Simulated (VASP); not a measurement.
Crystal: PbSe.

```
CELL_PARAMETERS angstrom
0.00000 3.08870 3.08870
3.08870 0.00000 3.08870
3.08870 3.08870 0.00000
ATOMIC_POSITIONS crystal
Pb 0.00000 0.00000 0.00000
Se 0.50000 0.50000 0.50000
```

Base run:

- Program: VASP 6.6.1
- Functional: r2SCAN
- Potentials or basis: VASP PAW PBE potentials, release 64 (Pb_d, Se)
- Cutoff: 520 eV
- k mesh: 8 × 8 × 8
- Occupations: gaussian, width 0.01 eV
- Spin: no spin polarisation

Its results: band gap on the k mesh 0.67 eV, direct; pressure 0.0 GPa.

Task: The run is repeated on the same cell with these changes: functional from r2SCAN to PBE; occupations from gaussian, width 0.01 eV to fermi-dirac, width 0.02 eV. What comes out?

Result: Band gap on the k mesh 0.38 eV, direct; pressure 0.9 GPa.

Caveats: spin-orbit coupling is left out, which moves the levels of the heavy elements; the PAW data sets were made with another functional, which shifts forces and pressure a little (some runs).

A k mesh can miss the band edges.
